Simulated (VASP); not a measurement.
Na3SmP2:

```xyz
6
Lattice="5.3659 0.0000 0.0000 0.0000 5.3659 0.0000 0.0000 0.0000 5.3895" Properties=species:S:1:pos:R:3 pbc="T T T"
Na    2.6829    0.0000    2.6947
Na    0.0000    2.6829    2.6947
Na    2.6829    2.6829    0.0000
Sm    2.6829    2.6829    2.6947
P     0.0000    0.0000    0.0000
P     0.0000    0.0000    2.6947
```

The cell was generated, and may not be a known phase.

| Property | Result |
| --- | --- |
| Program | VASP 6.6.1 |
| Task | relaxation of cell and atoms |
| Functional | PBE |
| Potentials or basis | VASP PAW PBE potentials, release 64 (Na_pv, Sm_3, P), 4f in core |
| Cutoff | 500 eV |
| k mesh | 4 × 4 × 4 |
| Occupations | gaussian, width 0.1 eV |
| Spin | no spin polarisation |

At the start: pressure 5.0 GPa; volume 25.86 Å³/atom.

Task: Where does the relaxation end?

Result: Over 7 steps the energy falls by 93.0 meV/atom and the volume is 32.85 Å³/atom (+27.0 %); space group P4/mmm (No. 123, to 0.1 Å) before and after.

Step by step:
```csv
step,energy change (eV),largest force (eV/Å),pressure (GPa),volume (Å³)
1,0.0000,0.0000,4.95,155.18
2,-0.4157,0.0000,2.15,173.82
3,-0.4780,0.0000,-1.18,216.28
4,-0.5562,0.0000,-0.19,198.66
5,-0.5574,0.0000,-0.02,196.32
6,-0.5572,0.0000,-0.09,197.21
7,-0.5583,0.0000,-0.09,197.08
```

Final structure:
```yaml
crystal:
  lattice:
    - [5.75434, 0.00000, 0.00000]
    - [0.00000, 5.75434, 0.00000]
    - [0.00000, 0.00000, 5.95187]
  atoms:
    - { symbol: Na, position: [0.50000, 0.00000, 0.50000] }
    - { symbol: Na, position: [0.00000, 0.50000, 0.50000] }
    - { symbol: Na, position: [0.50000, 0.50000, 0.00000] }
    - { symbol: Sm, position: [0.50000, 0.50000, 0.50000] }
    - { symbol: P, position: [0.00000, 0.00000, 0.00000] }
    - { symbol: P, position: [0.00000, 0.00000, 0.50000] }
```

Caveat: the volume moved by over 15 % at a fixed basis, so the end points are rough.
